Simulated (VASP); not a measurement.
# CuO (P4_2/mmc) in VASP: notebook

Aim: see how the results for CuO move with the level of theory and the settings. Levels: LDA+U, LDA, BLYP, PBE+U. Tasks: single point.

All numbers are computed with VASP 6.6.1; they aren't measurements. Logs are shortened: lines on timing, memory, paths and dates and some standing lists are left out, and cuts for length are marked.

### 1 The cell of the first run

The structure is tetragonal, space group P4_2/mmc (No. 131). Conventional cell: a = 2.862 Å, b = 2.862 Å, c = 5.074 Å, α = 90.00°, β = 90.00°, γ = 90.00°. Cu (site symmetry mmm) has 4 O at 1.91 Å within 2.5 Å. Within 2.6 Å of O (site symmetry -4m2) lie 4 Cu at 1.91 Å and 2 O at 2.54 Å.

### 2 Single point, LDA+U

INCAR reads:

```
PREC = Accurate
ENCUT = 520
EDIFF = 1E-7
ISMEAR = -1
SIGMA = 0.05
LREAL = False
LASPH = True
NELM = 150
ALGO = Normal
ISIF = 2
LWAVE = False
LCHARG = False
LMAXMIX = 4
LDAU = True
LDAUTYPE = 2
LDAUL = 2 -1
LDAUU = 4.5 0
LDAUJ = 0 0
LDAUPRINT = 1
NBANDS = 25
```

KPOINTS reads:

```
Automatic mesh
0
Gamma
  8 8 6
```

POSCAR reads:

```
CuO
1.0
    2.8616333108      0.0000000000      0.0000000000
    0.0000000000      2.8616333108      0.0000000000
    0.0000000000      0.0000000000      5.0739064892
Cu O
2 2
Direct
    0.0000000000      0.5000000000      0.0000000000
    0.5000000000      0.0000000000      0.5000000000
    0.0000000000      0.0000000000      0.2500000000
    0.0000000000      0.0000000000      0.7500000000
```

Potentials or basis: VASP PAW LDA potentials, release 64 (Cu, O).

Started as:

```
$ cat potpaw_LDA.64/Cu/POTCAR potpaw_LDA.64/O/POTCAR > POTCAR
$ mpirun -np 1 vasp_std > vasp.out
```

OUTCAR:

```text
PREC = Accurate
   ENCUT = 520
   EDIFF = 1E-7
   ISMEAR = -1
   LREAL = False
   LASPH = True
   NELM = 150
   ISIF = 2

 ion  position               nearest neighbor table
   1  0.000  0.500  0.000-   3 1.91   4 1.91   3 1.91   4 1.91
   2  0.500  0.000  0.500-   3 1.91   4 1.91   3 1.91   4 1.91
   3  0.000  0.000  0.250-   1 1.91   2 1.91   1 1.91   2 1.91
   4  0.000  0.000  0.750-   1 1.91   2 1.91   1 1.91   2 1.91

  LATTYP: Found a simple tetragonal cell.
 ALAT       =     2.8616333108
 C/A-ratio  =     1.7730805935

  Lattice vectors:

 A1 = (   2.8616333108,   0.0000000000,   0.0000000000)
 A2 = (   0.0000000000,   2.8616333108,   0.0000000000)
 A3 = (   0.0000000000,   0.0000000000,   5.0739064892)

Analysis of symmetry for initial positions (statically):
=====================================================================
 Subroutine PRICEL returns:
 Original cell was already a primitive cell.

 Routine SETGRP: Setting up the symmetry group for a
 simple tetragonal supercell.

 Subroutine GETGRP returns: Found 16 space group operations
 (whereof  8 operations were pure point group operations)
 out of a pool of 16 trial point group operations.

The static configuration has the point symmetry D_2h.
 The point group associated with its full space group is D_4h.

Analysis of symmetry for dynamics (positions and initial velocities):
=====================================================================
 Subroutine PRICEL returns:
 Original cell was already a primitive cell.

 Routine SETGRP: Setting up the symmetry group for a
 simple tetragonal supercell.

 Subroutine GETGRP returns: Found 16 space group operations
 (whereof  8 operations were pure point group operations)
 out of a pool of 16 trial point group operations.

The dynamic configuration has the point symmetry D_2h.
 The point group associated with its full space group is D_4h.

 Subroutine INISYM returns: Found 16 space group operations
 (whereof  8 operations are pure point group operations),
 and found     1 'primitive' translations

----------------------------------------------------------------------------------------

                                     Primitive cell

  volume of cell :      41.5499

  direct lattice vectors                    reciprocal lattice vectors
     2.861633311  0.000000000  0.000000000     0.349450783  0.000000000  0.000000000
     0.000000000  2.861633311  0.000000000     0.000000000  0.349450783  0.000000000
     0.000000000  0.000000000  5.073906489     0.000000000  0.000000000  0.197086801

  length of vectors
     2.861633311  2.861633311  5.073906489     0.349450783  0.349450783  0.197086801

  position of ions in fractional coordinates (direct lattice)
     0.000000000  0.500000000  0.000000000
     0.500000000  0.000000000  0.500000000
     0.000000000  0.000000000  0.250000000
     0.000000000  0.000000000  0.750000000

  ion indices of the primitive-cell ions
   primitive index   ion index
                 1           1
                 2           2
                 3           3
                 4           4

----------------------------------------------------------------------------------------

[... 96 lines left out ...]
   U (eV)           for each species LDAUU =   4.5  0.0
   J (eV)           for each species LDAUJ =   0.0  0.0
   GGA     = CA    functional components
   LHFCALC =     F    Hartree Fock is set to
   AEXX    =    0.0000 exact exchange contribution
   IVDW    =     0    specifies the selected vdW correction
   LEPSILON=     F    determine dielectric tensor
   LRPA    =     F    only Hartree local field effects (RPA)
 non-spin polarized calculation
  energy-cutoff  :      520.00
  volume of cell :       41.55
 maximum number of plane-waves:      1138
 NGX is ok and might be reduce to    24
   NGX = 11   NGY = 11   NGZ = 19

atom =   1  type =  1  l = 2

 onsite density matrix

spin component  1

  0.9630  0.0000 -0.0000  0.0000  0.0000
  0.0000  0.8065  0.0000  0.0000  0.0000
 -0.0000  0.0000  0.9688  0.0000  0.0158
  0.0000  0.0000  0.0000  0.9633  0.0000
  0.0000  0.0000  0.0158  0.0000  0.9456

spin component  2

  0.9630  0.0000 -0.0000  0.0000  0.0000
  0.0000  0.8065  0.0000  0.0000  0.0000
 -0.0000  0.0000  0.9688  0.0000  0.0158
  0.0000  0.0000  0.0000  0.9633  0.0000
  0.0000  0.0000  0.0158  0.0000  0.9456

 occupancies and eigenvectors

  o =  0.8065  v =  0.0000  1.0000 -0.0000  0.0000  0.0000  0.0000  0.0000  0.0000  0.0000  0.0000      0.0000  0.0000  0.0000  0.0000  0.0000  0.0000  0.0000  0.0000  0.0000  0.0000
  o =  0.8065  v =  0.0000  0.0000  0.0000  0.0000  0.0000  0.0000  1.0000 -0.0000  0.0000  0.0000      0.0000  0.0000  0.0000  0.0000  0.0000  0.0000  0.0000  0.0000  0.0000  0.0000
  o =  0.9376  v =  0.0000 -0.0000 -0.4517  0.0000  0.8922  0.0000  0.0000  0.0000  0.0000  0.0000      0.0000  0.0000  0.0000  0.0000  0.0000  0.0000  0.0000  0.0000  0.0000  0.0000
  o =  0.9376  v =  0.0000  0.0000  0.0000  0.0000  0.0000  0.0000 -0.0000 -0.4517  0.0000  0.8922      0.0000  0.0000  0.0000  0.0000  0.0000  0.0000  0.0000  0.0000  0.0000  0.0000
  o =  0.9630  v =  0.0000  0.0000  0.0000  0.0000  0.0000  1.0000  0.0000  0.0000  0.0000  0.0000      0.0000  0.0000  0.0000  0.0000  0.0000  0.0000  0.0000  0.0000  0.0000  0.0000
  o =  0.9630  v =  1.0000  0.0000  0.0000  0.0000  0.0000  0.0000  0.0000  0.0000  0.0000  0.0000      0.0000  0.0000  0.0000  0.0000  0.0000  0.0000  0.0000  0.0000  0.0000  0.0000
  o =  0.9633  v =  0.0000  0.0000  0.0000 -1.0000  0.0000  0.0000  0.0000  0.0000  0.0000  0.0000      0.0000  0.0000  0.0000  0.0000  0.0000  0.0000  0.0000  0.0000  0.0000  0.0000
  o =  0.9633  v =  0.0000  0.0000  0.0000  0.0000  0.0000  0.0000  0.0000  0.0000 -1.0000  0.0000      0.0000  0.0000  0.0000  0.0000  0.0000  0.0000  0.0000  0.0000  0.0000  0.0000
  o =  0.9768  v =  0.0000 -0.0000 -0.8922  0.0000 -0.4517  0.0000  0.0000  0.0000  0.0000  0.0000      0.0000  0.0000  0.0000  0.0000  0.0000  0.0000  0.0000  0.0000  0.0000  0.0000
  o =  0.9768  v =  0.0000  0.0000  0.0000  0.0000  0.0000  0.0000 -0.0000 -0.8922  0.0000 -0.4517      0.0000  0.0000  0.0000  0.0000  0.0000  0.0000  0.0000  0.0000  0.0000  0.0000

atom =   2  type =  1  l = 2

 onsite density matrix

spin component  1

  0.9630  0.0000  0.0000  0.0000  0.0000
  0.0000  0.9633  0.0000 -0.0000  0.0000
  0.0000  0.0000  0.9688  0.0000 -0.0158
  0.0000 -0.0000  0.0000  0.8065  0.0000
  0.0000  0.0000 -0.0158  0.0000  0.9456

spin component  2

  0.9630  0.0000  0.0000  0.0000  0.0000
  0.0000  0.9633  0.0000 -0.0000  0.0000
  0.0000  0.0000  0.9688  0.0000 -0.0158
  0.0000 -0.0000  0.0000  0.8065  0.0000
  0.0000  0.0000 -0.0158  0.0000  0.9456

 occupancies and eigenvectors

  o =  0.8065  v =  0.0000  0.0000  0.0000 -1.0000 -0.0000  0.0000  0.0000  0.0000  0.0000  0.0000      0.0000  0.0000  0.0000  0.0000  0.0000  0.0000  0.0000  0.0000  0.0000  0.0000
  o =  0.8065  v =  0.0000  0.0000  0.0000  0.0000  0.0000  0.0000  0.0000  0.0000 -1.0000 -0.0000      0.0000  0.0000  0.0000  0.0000  0.0000  0.0000  0.0000  0.0000  0.0000  0.0000
  o =  0.9376  v =  0.0000 -0.0000 -0.4517  0.0000 -0.8922  0.0000  0.0000  0.0000  0.0000  0.0000      0.0000  0.0000  0.0000  0.0000  0.0000  0.0000  0.0000  0.0000  0.0000  0.0000
  o =  0.9376  v =  0.0000  0.0000  0.0000  0.0000  0.0000  0.0000 -0.0000 -0.4517  0.0000 -0.8922      0.0000  0.0000  0.0000  0.0000  0.0000  0.0000  0.0000  0.0000  0.0000  0.0000
  o =  0.9630  v =  1.0000  0.0000  0.0000  0.0000  0.0000  0.0000  0.0000  0.0000  0.0000  0.0000      0.0000  0.0000  0.0000  0.0000  0.0000  0.0000  0.0000  0.0000  0.0000  0.0000
  o =  0.9630  v =  0.0000  0.0000  0.0000  0.0000  0.0000  1.0000  0.0000  0.0000  0.0000  0.0000      0.0000  0.0000  0.0000  0.0000  0.0000  0.0000  0.0000  0.0000  0.0000  0.0000
  o =  0.9633  v =  0.0000  1.0000  0.0000  0.0000 -0.0000  0.0000  0.0000  0.0000  0.0000  0.0000      0.0000  0.0000  0.0000  0.0000  0.0000  0.0000  0.0000  0.0000  0.0000  0.0000
  o =  0.9633  v =  0.0000  0.0000  0.0000  0.0000  0.0000  0.0000  1.0000  0.0000  0.0000 -0.0000      0.0000  0.0000  0.0000  0.0000  0.0000  0.0000  0.0000  0.0000  0.0000  0.0000
  o =  0.9768  v =  0.0000  0.0000  0.0000  0.0000  0.0000  0.0000 -0.0000  0.8922 -0.0000 -0.4517      0.0000  0.0000  0.0000  0.0000  0.0000  0.0000  0.0000  0.0000  0.0000  0.0000
  o =  0.9768  v =  0.0000 -0.0000  0.8922 -0.0000 -0.4517  0.0000  0.0000  0.0000  0.0000  0.0000      0.0000  0.0000  0.0000  0.0000  0.0000  0.0000  0.0000  0.0000  0.0000  0.0000

 number of electron      33.9999967 magnetization

 Free energy of the ion-electron system (eV)
  ---------------------------------------------------
  ext. energy  EPLUGINS =         0.00000000
  ---------------------------------------------------
  free energy    TOTEN  =       -20.31373656 eV

  energy without entropy =      -20.29863269  energy(sigma->0) =      -20.30618462

 E-fermi :   4.9408     XC(G=0): -12.1611

 val. band max:        4.9338169955   @ k =   0.1250   0.1250   0.3333
 cond. band min:       4.9421550664   @ k =   0.2500   0.1250   0.5000
 fundamental gap:      0.0083380710
 Fermi energy:         4.9408058070

 k-point     1 :       0.0000    0.0000    0.0000
  band No.  band energies     occupation
      1     -14.8148      2.00000
      2     -13.2825      2.00000
      3      -3.7718      2.00000
      4      -1.0628      2.00000
      5      -1.0628      2.00000
      6       0.1864      2.00000
[... 661 lines left out ...]
     24      19.3929      0.00000
     25      19.4074      0.00000

 [... further k-points ...]

------------------------ aborting loop because EDIFF is reached ----------------------------------------

  FORCE on cell =-STRESS in cart. coord.  units (eV):
  Direction    XX          YY          ZZ          XY          YZ          ZX
  --------------------------------------------------------------------------------------
  -------------------------------------------------------------------------------------
  Total       -1.2136079     -1.2136079     -1.5819258     -0.0000000      0.0000000      0.0000000
  in kB      -46.7970569    -46.7970569    -60.9994976     -0.0000000      0.0000000      0.0000000
  external PRESSURE =     -51.5312038 kB  Pullay stress =       0.0000000 kB

 VOLUME and BASIS-vectors are now :
 -----------------------------------------------------------------------------
  energy-cutoff  :      520.00
  volume of cell :       41.55
      direct lattice vectors                 reciprocal lattice vectors
     2.861633311  0.000000000  0.000000000     0.349450783  0.000000000  0.000000000
     0.000000000  2.861633311  0.000000000     0.000000000  0.349450783  0.000000000
     0.000000000  0.000000000  5.073906489     0.000000000  0.000000000  0.197086801

 POSITION                                       TOTAL-FORCE (eV/Angst)
 -----------------------------------------------------------------------------------
      0.00000      1.43082      0.00000         0.000000     -0.000000     -0.000000
      1.43082      0.00000      2.53695         0.000000     -0.000000     -0.000000
      0.00000      0.00000      1.26848        -0.000000      0.000000      0.000000
      0.00000      0.00000      3.80543         0.000000     -0.000000     -0.000000
 -----------------------------------------------------------------------------------
    total drift:                                0.000000      0.000000     -0.000000

  FREE ENERGIE OF THE ION-ELECTRON SYSTEM (eV)
  ---------------------------------------------------
  free  energy   TOTEN  =       -20.3137365588 eV

  energy  without entropy=      -20.2986326887  energy(sigma->0) =      -20.30618462
```

Run time: 50 s. Hardware: 1 thread of Intel Xeon Platinum 8488C (Sapphire Rapids), shared host; peak memory 0.18 GiB.

What came out:

```
Free energy            : -20.3137 eV
Pressure               : -5.2 GPa
Band gap on the k mesh : zero (bands 17 and 18 overlap by 1.31 eV)
```

Levels at points of the mesh, in eV from the Fermi level:
```tsv
k point	band 13	band 14	band 15	band 16	band 17	band 18	band 19	band 20	band 21	band 22
(0.00, 0.00, 0.00)	-3.35	-3.35	-2.75	-2.45	0.72	0.72	1.79	6.58	7.71	13.66
(0.50, 0.00, 0.00)	-3.34	-2.64	-2.32	-1.87	0.30	0.54	3.92	6.32	7.22	11.43
(0.50, 0.50, 0.00)	-3.46	-3.46	-1.87	-1.79	-1.79	1.29	2.33	7.65	10.41	10.41
(0.00, 0.00, 0.50)	-3.04	-3.04	-1.98	-1.98	0.13	0.13	3.85	3.85	12.18	12.18
(0.50, 0.00, 0.50)	-3.49	-2.82	-2.74	-2.62	-0.20	0.70	4.62	6.31	8.77	9.76
(0.50, 0.50, 0.50)	-2.59	-2.59	-2.08	-2.08	-0.51	-0.51	4.22	4.22	11.54	11.54
```

Eigenvalues of the final occupation matrices:
| site | spin | trace | eigenvalues |
| --- | --- | --- | --- |
| site 1 d | 1 | 4.65 | 0.81 0.94 0.96 0.96 0.98 |
| site 1 d | 2 | 4.65 | 0.81 0.94 0.96 0.96 0.98 |
| site 2 d | 1 | 4.65 | 0.81 0.94 0.96 0.96 0.98 |
| site 2 d | 2 | 4.65 | 0.81 0.94 0.96 0.96 0.98 |

Caveat: the cell stands under tension; U without spin polarisation on a metal has little footing.

### 3 Single point, LDA

This run uses another cell than the first one, of 12.47 Å³/atom.

INCAR reads:

```
PREC     = Accurate       # precision mode
ENCUT    = 520            # plane-wave cutoff, eV
EDIFF    = 1E-6           # SCF threshold, eV
ISMEAR   = -1             # smearing method
SIGMA    = 0.05           # smearing width, eV
LREAL    = False          # projectors in reciprocal space
LASPH    = True           # aspherical terms in the spheres
NELM     = 60             # most SCF steps
ALGO     = Normal         # electronic algorithm
ISIF     = 2              # what is computed and relaxed
LWAVE    = False          # write WAVECAR
LCHARG   = False          # write CHGCAR
GGA      = CA             # functional
NBANDS   = 25             # bands
```

KPOINTS is that of step 2.

POSCAR reads:

```
CuO
1.0
    3.4220509700      0.0000000000      0.0000000000
    0.0000000000      3.4220509700      0.0000000000
    0.0000000000      0.0000000000      4.2604614800
Cu O
2 2
Direct
    0.0000000000      0.5000000000      0.0000000000
    0.5000000000      0.0000000000      0.5000000000
    0.0000000000      0.0000000000      0.2500000000
    0.0000000000      0.0000000000      0.7500000000
```

Potentials or basis: VASP PAW LDA potentials, release 64 (Cu, O).

Started as:

```
$ cat potpaw_LDA.64/Cu/POTCAR potpaw_LDA.64/O/POTCAR > POTCAR
$ mpirun -np 1 vasp_std > vasp.out
```

OUTCAR:

```text
PREC = Accurate
   ENCUT = 520
   EDIFF = 1E-6
   ISMEAR = -1
   LREAL = False
   LASPH = True
   NELM = 60
   ISIF = 2
   GGA = CA

 ion  position               nearest neighbor table
   1  0.000  0.500  0.000-   3 2.02   4 2.02   3 2.02   4 2.02
   2  0.500  0.000  0.500-   3 2.02   4 2.02   3 2.02   4 2.02
   3  0.000  0.000  0.250-   1 2.02   2 2.02   1 2.02   2 2.02
   4  0.000  0.000  0.750-   1 2.02   2 2.02   1 2.02   2 2.02

  LATTYP: Found a simple tetragonal cell.
[... 873 lines left out ...]
  Direction    XX          YY          ZZ          XY          YZ          ZX
  --------------------------------------------------------------------------------------
  -------------------------------------------------------------------------------------
  Total       -7.7093012     -7.7093012      2.9192696      0.0000000      0.0000000      0.0000000
  in kB     -247.5688547   -247.5688547     93.7465297      0.0000000      0.0000000      0.0000000
  external PRESSURE =    -133.7970599 kB  Pullay stress =       0.0000000 kB

 VOLUME and BASIS-vectors are now :
 -----------------------------------------------------------------------------
  energy-cutoff  :      520.00
  volume of cell :       49.89
      direct lattice vectors                 reciprocal lattice vectors
     3.422050970  0.000000000  0.000000000     0.292222415  0.000000000  0.000000000
     0.000000000  3.422050970  0.000000000     0.000000000  0.292222415  0.000000000
     0.000000000  0.000000000  4.260461480     0.000000000  0.000000000  0.234716358

 POSITION                                       TOTAL-FORCE (eV/Angst)
 -----------------------------------------------------------------------------------
      0.00000      1.71103      0.00000         0.000000      0.000000      0.000000
      1.71103      0.00000      2.13023         0.000000      0.000000      0.000000
      0.00000      0.00000      1.06512         0.000000      0.000000      0.000000
      0.00000      0.00000      3.19535         0.000000      0.000000     -0.000000
 -----------------------------------------------------------------------------------
    total drift:                                0.000000      0.000000      0.000000

  FREE ENERGIE OF THE ION-ELECTRON SYSTEM (eV)
  ---------------------------------------------------
  free  energy   TOTEN  =       -21.5153984552 eV

  energy  without entropy=      -21.4958459710  energy(sigma->0) =      -21.50562221
```

stdout:

```text
POSCAR found type information on POSCAR CuO
 POSCAR found :  2 types and       4 ions
 scaLAPACK will be used
 LDA part: xc-table for (Slater(with rela. corr.)+CA(PZ))
 , standard interpolation
 POSCAR, INCAR and KPOINTS ok, starting setup
 FFT: planning ... GRIDC
 FFT: planning ... GRID_SOFT
 FFT: planning ... GRID
 WAVECAR not read
 entering main loop
```

Run time: 98 s. Hardware: 1 thread of Intel Xeon 8259CL, shared host; peak memory 0.19 GiB.

Results:

```
Free energy            : -21.5154 eV
Pressure               : -13.4 GPa
Band gap on the k mesh : zero (bands 17 and 18 overlap by 1.80 eV)
```

Levels at points of the mesh, in eV from the Fermi level:
```tsv
k point	band 14	band 15	band 16	band 17	band 18	band 19	band 20	band 21
(0.00, 0.00, 0.00)	-2.22	-1.24	0.47	0.49	0.66	0.66	6.10	7.10
(0.50, 0.00, 0.00)	-1.77	-1.73	-1.71	0.55	0.98	3.80	4.04	6.40
(0.50, 0.50, 0.00)	-2.06	-1.84	-1.47	-1.47	0.80	1.34	7.80	7.80
(0.00, 0.00, 0.50)	-1.88	-1.62	-1.62	-0.06	-0.06	2.23	2.23	9.62
(0.50, 0.00, 0.50)	-2.13	-1.87	-1.76	-0.71	0.43	3.89	5.12	5.85
(0.50, 0.50, 0.50)	-1.77	-1.57	-1.57	-1.16	-1.16	3.54	3.54	8.24
```

Caveat: the cell stands under tension; semilocal functionals often make such compounds metallic where correlation or magnetic order opens a gap, which also shifts bond lengths. With open d or f shells a metallic result of LDA can be an artefact of self-interaction; +U or a hybrid may open a gap.

### 4 Single point, BLYP

This run uses another cell than the first one, of 12.47 Å³/atom.

INCAR reads:

```
  PREC = Accurate
  ENCUT = 520
  EDIFF = 1E-7
  ISMEAR = -1
  SIGMA = 0.05
  LREAL = False
  LASPH = True
  NELM = 60
  ALGO = Normal
  ISIF = 2
  LWAVE = False
  LCHARG = False
  GGA = B5
  ALDAX = 1.0
  AGGAX = 1.0
  AGGAC = 1.0
  ALDAC = 0.0
  NBANDS = 25
```

KPOINTS is that of step 3.

POSCAR is that of step 3.

Potentials or basis: VASP PAW PBE potentials, release 64 (Cu, O).

Started as:

```
$ cat potpaw_PBE.64/Cu/POTCAR potpaw_PBE.64/O/POTCAR > POTCAR
$ mpirun -np 1 vasp_std > vasp.out
```

Run time: 2.1 min. Hardware: 1 thread of Intel Xeon 8259CL, shared host; peak memory 0.2 GiB.

The run converged. Its results:

| Item | Value |
| --- | --- |
| Free energy | -16.8758 eV |
| Pressure | 2.7 GPa |
| Band gap on the k mesh | zero (bands 17 and 18 overlap by 1.77 eV) |

Stress tensor (GPa, compression positive):
```
-9.75  0.00  0.00
 0.00 -9.75  0.00
 0.00  0.00 27.51
```

Levels at points of the mesh, in eV from the Fermi level:
```tsv
k point	band 14	band 15	band 16	band 17	band 18	band 19	band 20	band 21
(0.00, 0.00, 0.00)	-2.27	-1.31	0.44	0.60	0.65	0.65	6.31	7.09
(0.50, 0.00, 0.00)	-1.83	-1.78	-1.76	0.54	0.95	3.92	4.18	6.57
(0.50, 0.50, 0.00)	-2.13	-1.81	-1.54	-1.54	1.02	1.31	7.84	7.84
(0.00, 0.00, 0.50)	-1.94	-1.66	-1.66	-0.04	-0.04	2.36	2.36	9.84
(0.50, 0.00, 0.50)	-2.20	-1.89	-1.83	-0.75	0.42	4.07	5.21	5.87
(0.50, 0.50, 0.50)	-1.83	-1.62	-1.62	-1.14	-1.14	3.72	3.72	8.23
```

Caveat: the PAW data sets were made with another functional, which shifts forces and pressure a little; semilocal functionals often make such compounds metallic where correlation or magnetic order opens a gap, which also shifts bond lengths. With open d or f shells a metallic result of BLYP can be an artefact of self-interaction; +U or a hybrid may open a gap.

(Continued in part 2 of 2.)
